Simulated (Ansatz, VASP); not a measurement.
# Two plane-wave programs on TiAl3

INCAR

```
SYSTEM = TiAl3
PREC = Accurate
ENCUT = 520
EDIFF = 1E-6
ISMEAR = 0
SIGMA = 0.15
LREAL = .False.
LASPH = .True.
NELM = 80
ALGO = Fast
ISIF = 2
LWAVE = .False.
LCHARG = .True.
GGA = PS
LELF = .True.
LVHAR = .True.
NBANDS = 18
```

The input KPOINTS:

```
regular mesh
0
Gamma
  18 10 10
  0 0 0
```

POSCAR

```
TiAl3
1.0
    2.7813912058      0.0000000000      0.0000000000
    0.0000000000      4.6710700323      0.0116776751
    0.0000000000      0.0122335076      4.8934030395
Ti Al
1 3
Direct
    0.0000000000      0.5000000000      0.1631682049
    0.5000000000      0.5000000000      0.6640465240
    0.5000000000      0.0000000000      0.3331101826
    0.0000000000      0.0000000000      0.8396740885
```

Input for Ansatz:

```yaml
crystal:
  lattice:
    - [2.7813912058, 0.0, 0.0]
    - [0.0, 4.6710700323, 0.0116776751]
    - [0.0, 0.0122335076, 4.8934030395]
  atoms:
    - { symbol: Ti, position: [0.0, 0.5, 0.1631682049] }
    - { symbol: Al, position: [0.5, 0.5, 0.664046524] }
    - { symbol: Al, position: [0.5, 0.0, 0.3331101826] }
    - { symbol: Al, position: [0.0, 0.0, 0.8396740885] }
basis:
  ecutwfc: 420
kpoints:
  mp_grid: { grid: [18, 10, 10] }
hamiltonian:
  xc: pbesol
scf:
  occupations: { method: gaussian, width: 0.15 }
output:
  forces: true
  stress: true
  eigenvalues: true
```

Change from the starting cell: strain +0.0050 x Voigt [0, 0, 0, 1, 0, 0], atoms carried along.

Alike in both runs: task single point; functional PBEsol; k mesh 18 × 10 × 10; occupations gaussian, width 0.15 eV; no spin polarisation.

|  | VASP | Ansatz |
| --- | --- | --- |
| version | VASP 6.6.1 | Ansatz 0.2.0 |
| potentials or method | VASP PAW PBE potentials, release 64 (Ti_sv, Al), cutoff 520 eV | scalar-relativistic, plane waves, PAW |
| valence electrons in the cell | 21 | 21 |

Ansatz gave:

| Property | Result |
| --- | --- |
| gap on the k mesh at the Fermi level (eV) | none |
| pressure (GPa) | 0.0 |
| traceless stress, the component that is largest in VASP (GPa) | -0.35 |

Task: Estimate VASP's values.

Result: gap on the k mesh at the Fermi level (eV): none; pressure (GPa): 0.1; traceless stress, the component that is largest in VASP (GPa): -0.35.

VASP's potentials were made for PBE, not for PBEsol. A gap of «none» marks a metal or a gap that the smearing closes.
